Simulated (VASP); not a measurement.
Wanted: the native input for a VASP 6.6.1 run.

```
Task                   : single point
Functional             : r2SCAN
Potentials or basis    : VASP PAW PBE potentials, release 64 (Pt, Se)
Cutoff                 : 520 eV
k mesh                 : 6 × 6 × 4
Occupations            : fermi-dirac, width 0.1 eV
Spin                   : no spin polarisation
Dipole correction      : no
Further INCAR settings : ALGO = Normal; EDIFF = 1e-06; NBANDS = 18
```

PtSe2:

```
CELL_PARAMETERS angstrom
3.72038 0.00000 0.00000
-1.86019 3.22195 0.00000
0.00000 0.00000 5.76905
ATOMIC_POSITIONS crystal
Pt 0.00000 0.00000 0.00000
Se 0.33333 0.66667 0.22691
Se 0.66667 0.33333 0.77309
```

These files were run (other wordings do the same):

POSCAR

```
PtSe2
1.0
    3.7203828727      0.0000000000      0.0000000000
   -1.8601914364      3.2219460796      0.0000000000
    0.0000000000      0.0000000000      5.7690486717
Pt Se
1 2
Direct
    0.0000000000      0.0000000000      0.0000000000
    0.3333333333      0.6666666667      0.2269073240
    0.6666666667      0.3333333333      0.7730926760
```

INCAR.step1

```
ALGO = Normal
EDIFF = 1E-4
ENCUT = 520
GGA = PE
ISMEAR = -1
LASPH = True
LCHARG = False
LREAL = False
LWAVE = True
NBANDS = 18
NELM = 80
PREC = Accurate
SIGMA = 0.1
```

INCAR.step2

```
ALGO = Normal
EDIFF = 1E-6
ENCUT = 520
ISIF = 2
ISMEAR = -1
ISTART = 1
LASPH = True
LCHARG = False
LMIXTAU = True
LREAL = False
LWAVE = False
METAGGA = R2SCAN
NBANDS = 18
NELM = 80
PREC = Accurate
SIGMA = 0.1
```

KPOINTS

```
k-points
0
Gamma
  6 6 4
```

Potentials or basis: VASP PAW PBE potentials, release 64 (Pt, Se).

Launch:

```sh
$ cat potpaw_PBE.64/Pt/POTCAR potpaw_PBE.64/Se/POTCAR > POTCAR
$ cp INCAR.step1 INCAR
$ mpirun -np 1 vasp_std > vasp.out
$ cp INCAR.step2 INCAR
$ mpirun -np 1 vasp_std > vasp.out
```

It gave:

| Quantity | Value |
| --- | --- |
| Pressure | 0.1 GPa |
| Largest force | 0.013 eV/Å |
| Band gap on the k mesh | 0.82 eV (least direct gap 1.35 eV) |

Caveat: the PAW data sets were made with another functional, which shifts forces and pressure a little; spin-orbit coupling is left out, which moves the levels of the heavy elements.

It took 2.1 min on 1 thread of Intel(R) Xeon(R) 6975P-C (Granite Rapids), with other jobs on the host, peak memory 0.2 GiB.
